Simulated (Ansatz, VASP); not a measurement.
**W: VASP beside Ansatz**

```
W
1.0
     2.86796    0.00000    0.00000
    -1.43398    2.48372    0.00000
     0.00000    0.00000   10.07900
W
4
Direct
  0.00000 0.00000 0.00000
  0.00000 0.00000 0.50000
  0.33333 0.66667 0.25000
  0.66667 0.33333 0.75000
```

Alike in both runs: task single point; functional PBEsol; k mesh 15 × 15 × 4; occupations fermi-dirac, width 0.1 eV; no spin polarisation.

|  | VASP | Ansatz |
| --- | --- | --- |
| version | VASP 6.6.1 | Ansatz 0.2.0 |
| potentials or method | VASP PAW PBE potentials, release 64 (W_sv), cutoff 520 eV | plane waves (420 eV) with PAW, scalar-relativistic |
| valence electrons in the cell | 56 | 56 |

```csv
,VASP,Ansatz,Ansatz less VASP
pressure (GPa),-26.8,-27.0,-0.17
"traceless stress, the component that is largest in VASP (GPa)",2.73,2.76,+0.029
```

VASP's potentials were made for PBE, not for PBEsol, and Ansatz warns of the same on its side.

Spin-orbit coupling is off throughout.
